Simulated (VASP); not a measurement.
Wanted: the native input for a VASP 6.6.1 run.

```
Task                   : single point
Functional             : PBE
Potentials or basis    : VASP PAW PBE potentials, release 64 (Ti_sv)
Cutoff                 : 520 eV
k mesh                 : 9 × 9 × 13
Occupations            : fermi-dirac, width 0.1 eV
Spin                   : no spin polarisation
Dipole correction      : no
Further INCAR settings : ALGO = Normal; EDIFF = 1e-06; NBANDS = 25
```

The structure of Ti lies in POSCAR:

```
Ti
1.0
    3.8624190975      0.0000000000      0.0000000000
   -1.9312095488      3.3449530585      0.0000000000
    0.0000000000      0.0000000000      2.4130725397
Ti
3
Direct
    0.0000000000      0.0000000000      0.0000000000
    0.3333333333      0.6666666667      0.5000000000
    0.6666666667      0.3333333333      0.5000000000
```

One way to write it, as run:

INCAR

```
PREC = Accurate
ENCUT = 520
EDIFF = 1E-6
ISMEAR = -1
SIGMA = 0.1
LREAL = F
LASPH = T
NELM = 60
ALGO = Normal
ISIF = 2
LWAVE = F
LCHARG = F
GGA = PE
NBANDS = 25
```

KPOINTS

```
regular mesh
0
Gamma
  9 9 13
```

Potentials or basis: VASP PAW PBE potentials, release 64 (Ti_sv).

Command:

```bash
$ cat potpaw_PBE.64/Ti_sv/POTCAR > POTCAR
$ mpirun -np 1 vasp_std > vasp.out
```

It gave:

The pressure is 128.8 GPa. The band gap on the k mesh is zero (band 18 reaches 15.29 eV, above the bottom of band 19 at 14.36 eV).

Wall time 32 s on 1 thread of Intel(R) Xeon(R) 6975P-C (Granite Rapids) (shared host), peak memory 0.17 GiB.
